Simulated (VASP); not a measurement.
Set up this calculation in VASP 6.6.1, as the native input.

```
Task                   : single point
Functional             : PBE
Potentials or basis    : VASP PAW PBE potentials, release 64 (P)
Cutoff                 : 520 eV
k mesh                 : 8 × 10 × 6
Occupations            : gaussian, width 0.01 eV
Spin                   : no spin polarisation
Dipole correction      : no
Further INCAR settings : ALGO = Normal; EDIFF = 1e-07; NBANDS = 18
```

The structure of P lies in POSCAR:

```
P
1.0
    4.5638984452      0.0000000000      0.0400898402
    0.0000000000      3.3038016250      0.0000000000
   -1.2534880783      0.0000000000      5.6432056480
P
4
Direct
    0.5381460258      0.0000000000      0.8123560298
    0.1346948101      0.5000000000      0.1878771848
    0.4618539742      0.0000000000      0.1876439702
    0.8653051899      0.5000000000      0.8121228152
```

One way to write it, as run:

INCAR

```
SYSTEM = P
PREC     = Accurate       ! precision mode
ENCUT    = 520            ! plane-wave cutoff, eV
EDIFF    = 1E-7           ! SCF threshold, eV
ISMEAR   = 0              ! smearing method
SIGMA    = 0.01           ! smearing width, eV
LREAL    = .FALSE.        ! projectors in reciprocal space
LASPH    = .TRUE.         ! aspherical terms in the spheres
NELM     = 100            ! most SCF steps
ALGO     = Normal         ! electronic algorithm
ISIF     = 2              ! what is computed and relaxed
LWAVE    = .FALSE.        ! write WAVECAR
LCHARG   = .FALSE.        ! write CHGCAR
GGA      = PE             ! functional
NBANDS   = 18             ! bands
```

KPOINTS

```
Automatic mesh
0
G
  8 10 6
  0 0 0
```

Potentials or basis: VASP PAW PBE potentials, release 64 (P).

Launch:

```sh
$ cat potpaw_PBE.64/P/POTCAR > POTCAR
$ mpirun -np 1 vasp_std > vasp.out
```

Results of the run:

* Pressure: -0.1 GPa
* Largest force: 0.050 eV/Å
* Band gap on the k mesh: 0.25 eV (least direct gap 0.26 eV)

Caveat: this functional lacks dispersion, which binds the layers, so the pressure and a relaxed spacing across them are unreliable.

Run time: 82 s on 1 thread of Intel(R) Xeon(R) 6975P-C (Granite Rapids), with other jobs on the host, peak memory 0.3 GiB.
